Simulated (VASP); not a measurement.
SiC, 4 atoms in the cell. It takes space group P6/mmm (No. 191, hexagonal). The conventional cell has a = 3.990 Å, b = 3.990 Å, c = 3.993 Å, α = 90.00°, β = 90.00°, γ = 120.00°. Si (site symmetry -6m2) has 2 C at 2.00 Å and 3 Si at 2.30 Å within 2.6 Å. C (site symmetry -6m2) has 2 Si at 2.00 Å and 3 C at 2.30 Å within 2.6 Å. 

| Property | Result |
| --- | --- |
| Program | VASP 6.6.1 |
| Task | relaxation of cell and atoms |
| Functional | PBE |
| Potentials or basis | VASP PAW PBE potentials, release 64 (Si, C) |
| Cutoff | 600 eV |
| k mesh | 12 × 12 × 12 |
| Occupations | gaussian, width 0.1 eV |
| Spin | no spin polarisation |
| Dipole correction | no |
| Further INCAR settings | ALGO = Normal; EDIFF = 1e-07; IBRION = 2; EDIFFG = -0.01; NSW = 100; ISIF = 3 |

Potentials or basis: VASP PAW PBE potentials, release 64 (Si, C).

The run is started by

```console
$ cat potpaw_PBE.64/Si/POTCAR potpaw_PBE.64/C/POTCAR > POTCAR
$ mpirun -np 1 vasp_std > vasp.out
```

Hardware: 1 thread of Intel(R) Xeon(R) 6975P-C (Granite Rapids), with other jobs on the host.

Task: Estimate the wall time of this run.

Result: It took 72 s on 1 thread of Intel(R) Xeon(R) 6975P-C (Granite Rapids), with other jobs on the host, peak memory 0.24 GiB. Counts: scf iterations 34, k points 133, ion steps 4.
